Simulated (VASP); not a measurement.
# Re (Pm-3m) in VASP: a series of runs

Runs on Re. Level: PBE. Tasks: single point.

Everything below comes from runs of VASP 6.6.1. Logs are shortened: lines on timing, memory, paths and dates and some standing lists are left out, and cuts for length are marked.

**1. The cell of the first run**

The structure is cubic, space group Pm-3m (No. 221). The conventional cell has a = 2.362 Å, b = 2.362 Å, c = 2.362 Å, α = 90.00°, β = 90.00°, γ = 90.00°. Re (site symmetry m-3m) has 6 Re at 2.36 Å within 3.1 Å.

This isn't the form of Re at room conditions, which is hcp.

**2. Single point, PBE**

Contents of INCAR:

```
SYSTEM = Re
PREC = Accurate
ENCUT = 600
EDIFF = 1E-6
ISMEAR = -1
SIGMA = 0.1
LREAL = .FALSE.
LASPH = .TRUE.
NELM = 120
ALGO = Normal
ISIF = 2
LWAVE = .FALSE.
LCHARG = .FALSE.
GGA = PE
NBANDS = 10
GGA_COMPAT = .FALSE.
```

Contents of KPOINTS:

```
Automatic mesh
0
G
  16 16 16
  0 0 0
```

Contents of POSCAR:

```
Re
1.0
    2.3623386455      0.0000000000      0.0000000000
    0.0000000000      2.3623386455      0.0000000000
    0.0000000000      0.0000000000      2.3623386455
Re
1
Direct
    0.0000000000      0.0000000000      0.0000000000
```

Potentials or basis: VASP PAW PBE potentials, release 64 (Re).

The run is started by

```sh
cat potpaw_PBE.64/Re/POTCAR > POTCAR
mpirun -np 1 vasp_std > vasp.out
```

OUTCAR:

```text
SYSTEM = Re
   PREC = Accurate
   ENCUT = 600
   EDIFF = 1E-6
   ISMEAR = -1
   LREAL = .FALSE.
   LASPH = .TRUE.
   NELM = 120
   ISIF = 2
   GGA = PE

 ion  position               nearest neighbor table
   1  0.000  0.000  0.000-

  LATTYP: Found a simple cubic cell.
 ALAT       =     2.3623386455

  Lattice vectors:

 A1 = (   2.3623386455,   0.0000000000,   0.0000000000)
 A2 = (   0.0000000000,   2.3623386455,   0.0000000000)
 A3 = (   0.0000000000,   0.0000000000,   2.3623386455)

Analysis of symmetry for initial positions (statically):
=====================================================================
 Subroutine PRICEL returns:
 Original cell was already a primitive cell.

 Routine SETGRP: Setting up the symmetry group for a
 simple cubic supercell.

 Subroutine GETGRP returns: Found 48 space group operations
 (whereof 48 operations were pure point group operations)
 out of a pool of 48 trial point group operations.

The static configuration has the point symmetry O_h .

Analysis of symmetry for dynamics (positions and initial velocities):
=====================================================================
 Subroutine PRICEL returns:
 Original cell was already a primitive cell.

 Routine SETGRP: Setting up the symmetry group for a
 simple cubic supercell.

 Subroutine GETGRP returns: Found 48 space group operations
 (whereof 48 operations were pure point group operations)
 out of a pool of 48 trial point group operations.

The dynamic configuration has the point symmetry O_h .

 Subroutine INISYM returns: Found 48 space group operations
 (whereof 48 operations are pure point group operations),
 and found     1 'primitive' translations

----------------------------------------------------------------------------------------

                                     Primitive cell

  volume of cell :      13.1834

  direct lattice vectors                    reciprocal lattice vectors
     2.362338645  0.000000000  0.000000000     0.423309335  0.000000000  0.000000000
     0.000000000  2.362338645  0.000000000     0.000000000  0.423309335  0.000000000
     0.000000000  0.000000000  2.362338645     0.000000000  0.000000000  0.423309335

  length of vectors
     2.362338645  2.362338645  2.362338645     0.423309335  0.423309335  0.423309335

  position of ions in fractional coordinates (direct lattice)
     0.000000000  0.000000000  0.000000000

  ion indices of the primitive-cell ions
   primitive index   ion index
                 1           1

----------------------------------------------------------------------------------------

 KPOINTS: Automatic mesh

Automatic generation of k-mesh.
 Grid dimensions read from file:
 generate k-points for:   16   16   16

 Generating k-lattice:

  Cartesian coordinates                     Fractional coordinates (reciprocal lattice)
     0.026456833  0.000000000  0.000000000     0.062500000  0.000000000  0.000000000
     0.000000000  0.026456833  0.000000000     0.000000000  0.062500000  0.000000000
     0.000000000  0.000000000  0.026456833     0.000000000  0.000000000  0.062500000

  Length of vectors
     0.026456833  0.026456833  0.026456833

  Shift w.r.t. Gamma in fractional coordinates (k-lattice)
     0.000000000  0.000000000  0.000000000

 Subroutine IBZKPT returns following result:
 ===========================================

 Found    165 irreducible k-points:

 Following reciprocal coordinates:
            Coordinates               Weight
  0.000000  0.000000  0.000000      1.000000
  0.062500  0.000000  0.000000      6.000000
  0.125000  0.000000  0.000000      6.000000
  0.187500  0.000000  0.000000      6.000000
  0.250000  0.000000  0.000000      6.000000
  0.312500  0.000000  0.000000      6.000000
[... 16 lines left out ...]
  0.437500  0.125000  0.000000     24.000000
  0.500000  0.125000  0.000000     12.000000
 [... further k-points ...]
   k-points           NKPTS =    165   k-points in BZ     NKDIM =    165   number of bands    NBANDS=     10
   number of dos      NEDOS =    301   number of ions     NIONS =      1
   total plane-waves  NPLWV =   8000
   dimension x,y,z NGX =    20 NGY =   20 NGZ =   20
   dimension x,y,z NGXF=    40 NGYF=   40 NGZF=   40
   ions per type =               1
   NGX,Y,Z   is equivalent  to a cutoff of  14.07, 14.07, 14.07 a.u.
   NGXF,Y,Z  is equivalent  to a cutoff of  28.15, 28.15, 28.15 a.u.
 SYSTEM =  Re
   PREC   = accura    normal or accurate (medium, high low for compatibility)
   ISTART =      0    job   : 0-new  1-cont  2-samecut
   ICHARG =      2    charge: 1-file 2-atom 10-const
   ISPIN  =      1    spin polarized calculation?
   LNONCOLLINEAR =      F non collinear calculations
   LSORBIT =      F    spin-orbit coupling
   LASPH  =      T    aspherical Exc in radial PAW
   ENCUT  =  600.0 eV  44.10 Ry    6.64 a.u.   4.72  4.72  4.72*2*pi/ulx,y,z
   NELM   =    120;   NELMIN=  2; NELMDL= -5     # of ELM steps
   EDIFF  = 0.1E-05   stopping-criterion for ELM
   LREAL  =      F    real-space projection
[... 7 lines left out ...]
   TEBEG  =    0.0;   TEEND  =   0.0 temperature during run
   PSTRESS=    0.0 pullay stress
   NELECT =       7.0000    total number of electrons
   NUPDOWN=      -1.0000    fix difference up-down
   EMIN   =  10.00;   EMAX   =-10.00  energy-range for DOS
   EFERMI =   0.00;   METHOD = LEGACY
   ISMEAR =    -1;   SIGMA  =   0.10  broadening in eV -4-tet -1-fermi 0-gaus
   EFERMI_NEDOS =   21; number of points for ismear=-14 and -15
   IALGO  =     38    algorithm
   IMIX   =      4    mixing-type and parameters
     AMIX     =   0.40;   BMIX     =  1.00
     AMIX_MAG =   1.60;   BMIX_MAG =  1.00
  volume/ion in A,a.u.               =      13.18        88.97
  Fermi-wavevector in a.u.,A,eV,Ry     =   1.325660  2.505133 23.910517  1.757373
  Thomas-Fermi vector in A             =   2.455104
   LORBIT       =      0    0 simple, 1 ext, 2 COOP (PROOUT), +10 PAW based schemes
   GGA     = PE    functional components
   LHFCALC =     F    Hartree Fock is set to
   AEXX    =    0.0000 exact exchange contribution
   IVDW    =     0    specifies the selected vdW correction
   LEPSILON=     F    determine dielectric tensor
   LRPA    =     F    only Hartree local field effects (RPA)
 non-spin polarized calculation
  energy-cutoff  :      600.00
  volume of cell :       13.18
 maximum number of plane-waves:       466
 NGX is ok and might be reduce to    20
   NGX =  9   NGY =  9   NGZ =  9

 number of electron       7.0000001 magnetization

 Free energy of the ion-electron system (eV)
  ---------------------------------------------------
  ext. energy  EPLUGINS =         0.00000000
  ---------------------------------------------------
  free energy    TOTEN  =        -9.91077658 eV

  energy without entropy =       -9.87654237  energy(sigma->0) =       -9.89365947

 E-fermi :  10.0618     XC(G=0): -14.1766

 val. band max:       10.0600461964   @ k =   0.2500   0.1875   0.0625
 cond. band min:      10.0700478327   @ k =   0.5000   0.5000   0.0625
 fundamental gap:      0.0100016363
 Fermi energy:        10.0618285792

 k-point     1 :       0.0000    0.0000    0.0000
  band No.  band energies     occupation
      1      -1.0340      2.00000
      2       2.5699      2.00000
      3       2.5699      2.00000
      4      15.1466      0.00000
      5      15.1466      0.00000
      6      15.1466      0.00000
      7      27.7257      0.00000
      8      27.7257      0.00000
      9      27.7257      0.00000
     10      35.0812      0.00000

 k-point     2 :       0.0625    0.0000    0.0000
  band No.  band energies     occupation
      1      -0.8615      2.00000
      2       2.6146      2.00000
      3       2.7850      2.00000
      4      14.8280      0.00000
      5      14.8280      0.00000
      6      15.1688      0.00000
      7      26.8339      0.00000
      8      28.1155      0.00000
      9      28.1155      0.00000
     10      35.7890      0.00000

 k-point     3 :       0.1250    0.0000    0.0000
  band No.  band energies     occupation
      1      -0.3975      2.00000
      2       2.7441      2.00000
      3       3.4415      2.00000
      4      14.0099      0.00000
      5      14.0099      0.00000
      6      15.2325      0.00000
      7      25.0100      0.00000
      8      29.1344      0.00000
      9      29.1344      0.00000
     10      33.6770      0.00000

 k-point     4 :       0.1875    0.0000    0.0000
  band No.  band energies     occupation
      1       0.2381      2.00000
      2       2.9442      2.00000
      3       4.5264      2.00000
      4      12.9608      0.00000
      5      12.9608      0.00000
      6      15.3290      0.00000
      7      23.1355      0.00000
      8      30.4859      0.00000
      9      30.4859      0.00000
     10      31.4032      0.00000
[... 222 lines left out ...]
 k-point    22 :       0.3750    0.1250    0.0000
  band No.  band energies     occupation
      1       2.8688      2.00000
      2       4.4684      2.00000
      3       6.8225      2.00000
      4      10.4047      0.06281
      5      11.1412      0.00004
      6      14.6844      0.00000
      7      21.2117      0.00000
      8      27.7620      0.00000
      9      30.7876      0.00000
     10      36.4431      0.00000

 k-point    23 :       0.4375    0.1250    0.0000
  band No.  band energies     occupation
      1       3.3524      2.00000
      2       4.7431      2.00000
      3       6.3774      2.00000
      4       9.9650      1.44962
      5      11.7153      0.00000
      6      14.7670      0.00000
      7      21.5062      0.00000
      8      27.0890      0.00000
      9      31.6336      0.00000
     10      34.6986      0.00000

 k-point    24 :       0.5000    0.1250    0.0000
  band No.  band energies     occupation
      1       3.5397      2.00000
      2       4.8972      2.00000
      3       6.1232      2.00000
      4       9.8155      1.84310
      5      11.9063      0.00000
      6      14.7963      0.00000
      7      21.7976      0.00000
      8      26.8473      0.00000
      9      32.4485      0.00000
     10      33.1001      0.00000

 [... further k-points ...]

------------------------ aborting loop because EDIFF is reached ----------------------------------------

  FORCE on cell =-STRESS in cart. coord.  units (eV):
  Direction    XX          YY          ZZ          XY          YZ          ZX
  --------------------------------------------------------------------------------------
  -------------------------------------------------------------------------------------
  Total        9.7152778      9.7152778      9.7152778      0.0000000     -0.0000000     -0.0000000
  in kB     1180.6993950   1180.6993950   1180.6993950      0.0000000     -0.0000000     -0.0000000
  external PRESSURE =    1180.6993950 kB  Pullay stress =       0.0000000 kB

 VOLUME and BASIS-vectors are now :
 -----------------------------------------------------------------------------
  energy-cutoff  :      600.00
  volume of cell :       13.18
      direct lattice vectors                 reciprocal lattice vectors
     2.362338645  0.000000000  0.000000000     0.423309335  0.000000000  0.000000000
     0.000000000  2.362338645  0.000000000     0.000000000  0.423309335  0.000000000
     0.000000000  0.000000000  2.362338645     0.000000000  0.000000000  0.423309335

 POSITION                                       TOTAL-FORCE (eV/Angst)
 -----------------------------------------------------------------------------------
      0.00000      0.00000      0.00000         0.000000      0.000000      0.000000
 -----------------------------------------------------------------------------------
    total drift:                               -0.000000      0.000000      0.000000

  FREE ENERGIE OF THE ION-ELECTRON SYSTEM (eV)
  ---------------------------------------------------
  free  energy   TOTEN  =        -9.9107765834 eV

  energy  without entropy=       -9.8765423658  energy(sigma->0) =       -9.89365947
```

It took 32 s on 1 thread of Intel Xeon 8259CL, shared host; peak memory 0.15 GiB.

Results:

```yaml
Free_energy: -9.9108 eV
Pressure: 118.1 GPa
Band_gap_on_the_k_mesh: zero (an odd number of electrons rules out a gap without spin polarisation)
```

Levels at points of the mesh, in eV from the Fermi level:
```
           k point  band 1  band 2  band 3  band 4  band 5  band 6
(0.00, 0.00, 0.00)  -11.10   -7.49   -7.49    5.08    5.08    5.08
(0.50, 0.00, 0.00)   -7.08   -6.16   -1.30   -0.40   -0.40    5.70
(0.50, 0.50, 0.00)   -9.21   -4.93    0.72    0.72    5.94    5.94
(0.50, 0.50, 0.50)   -7.00   -7.00   -7.00    6.84    9.38    9.38
```

Caveat: the cell stands under pressure; spin-orbit coupling is left out, which moves the levels of the heavy elements.

**3. Single point, PBE**

Contents of INCAR:

```
PREC = Accurate ; ENCUT = 600
EDIFF = 1E-6 ; ISMEAR = -1
SIGMA = 0.1 ; LREAL = F
LASPH = T ; NELM = 120
ALGO = Normal ; ISIF = 2
LWAVE = F ; LCHARG = F
GGA = PE ; NBANDS = 10
GGA_COMPAT = F
```

Contents of KPOINTS:

```
regular mesh
0
Gamma
  16 16 16
```

Contents of POSCAR:

```
Re
1.0
    2.3618893226      0.0000000000      0.0000000000
    0.0000000000      2.3618893226      0.0000000000
    0.0000000000      0.0000000000      2.3618893226
Re
1
Direct
    0.0000000000      0.0000000000      0.0000000000
```

Potentials or basis: VASP PAW PBE potentials, release 64 (Re).

The run is started by

```sh
cat potpaw_PBE.64/Re/POTCAR > POTCAR
mpirun -np 1 vasp_std > vasp.out
```

Wall time 38 s (1 thread of Intel Xeon 8259CL, shared host); peak memory 0.15 GiB.

The run converged. Its results:

* Free energy: -9.9052 eV
* Pressure: 118.5 GPa
* Band gap on the k mesh: zero (an odd number of electrons rules out a gap without spin polarisation)

Levels at points of the mesh, in eV from the Fermi level:
| k point | band 1 | band 2 | band 3 | band 4 | band 5 | band 6 | band 7 | band 8 |
| --- | --- | --- | --- | --- | --- | --- | --- | --- |
| (0.00, 0.00, 0.00) | -11.10 | -7.50 | -7.50 | 5.09 | 5.09 | 5.09 | 17.67 | 17.67 |
| (0.50, 0.00, 0.00) | -7.09 | -6.17 | -1.30 | -0.40 | -0.40 | 5.70 | 11.82 | 15.51 |
| (0.50, 0.50, 0.00) | -9.22 | -4.93 | 0.72 | 0.72 | 5.95 | 5.95 | 8.95 | 17.37 |
| (0.50, 0.50, 0.50) | -7.01 | -7.01 | -7.01 | 6.84 | 9.39 | 9.39 | 15.61 | 15.61 |

Caveat: the cell stands under pressure; spin-orbit coupling is left out, which moves the levels of the heavy elements.
